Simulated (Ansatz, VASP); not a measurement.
One calculation of Ta, two programs

The input INCAR:

```
SYSTEM = Ta
PREC = Accurate
ENCUT = 520
EDIFF = 1E-6
ISMEAR = 0
SIGMA = 0.15
LREAL = .FALSE.
LASPH = .TRUE.
NELM = 100
ALGO = Normal
ISIF = 2
LWAVE = .FALSE.
LCHARG = .TRUE.
GGA = PE
LELF = .TRUE.
LVHAR = .TRUE.
NBANDS = 12
```

File KPOINTS:

```
Automatic mesh
0
G
  20 20 20
  0 0 0
```

POSCAR

```
Ta
1.0
   -1.6760492000      1.6760492000      1.6512800000
    1.6760492000     -1.6760492000      1.6512800000
    1.6760492000      1.6760492000     -1.6512800000
Ta
1
Direct
    0.0000000000      0.0000000000      0.0000000000
```

Input for Ansatz:

```yaml
crystal:
  lattice:
    - [-1.6760492, 1.6760492, 1.65128]
    - [1.6760492, -1.6760492, 1.65128]
    - [1.6760492, 1.6760492, -1.65128]
  atoms:
    - { symbol: Ta, position: [0.0, 0.0, 0.0] }
basis:
  ecutwfc: 420
kpoints:
  mp_grid: { grid: [20, 20, 20] }
hamiltonian:
  xc: pbe
scf:
  occupations: { method: gaussian, width: 0.15 }
output:
  forces: true
  stress: true
  eigenvalues: true
```

Change from the starting cell: strain +0.015 along x and y, +0.000 along z, atoms carried along.

Alike in both runs: task single point; functional PBE; k mesh 20 × 20 × 20; occupations gaussian, width 0.15 eV; no spin polarisation.

|  | VASP | Ansatz |
| --- | --- | --- |
| version | VASP 6.6.1 | Ansatz 0.2.0 |
| potentials or method | VASP PAW PBE potentials, release 64 (Ta_pv), cutoff 520 eV | scalar-relativistic, plane waves, PAW |
| valence electrons in the cell | 11 | 13 |

VASP gave:

| Item | Value |
| --- | --- |
| gap on the k mesh at the Fermi level (eV) | none |
| pressure (GPa) | -2.6 |
| traceless stress, the component that is largest in VASP (GPa) | 1.09 |

Problem. Estimate Ansatz's values.

Solution. gap on the k mesh at the Fermi level (eV): none; pressure (GPa): -2.7; traceless stress, the component that is largest in VASP (GPa): 1.09.

A gap of «none» marks a metal or a gap that the smearing closes. With one functional, cell and mesh, what is left measures potentials, basis and numerics. VASP's potentials hold 11 valence electrons a cell and Ansatz's 13, so a difference there can come from the potentials and not from the codes.

Neither program's run includes spin-orbit coupling.
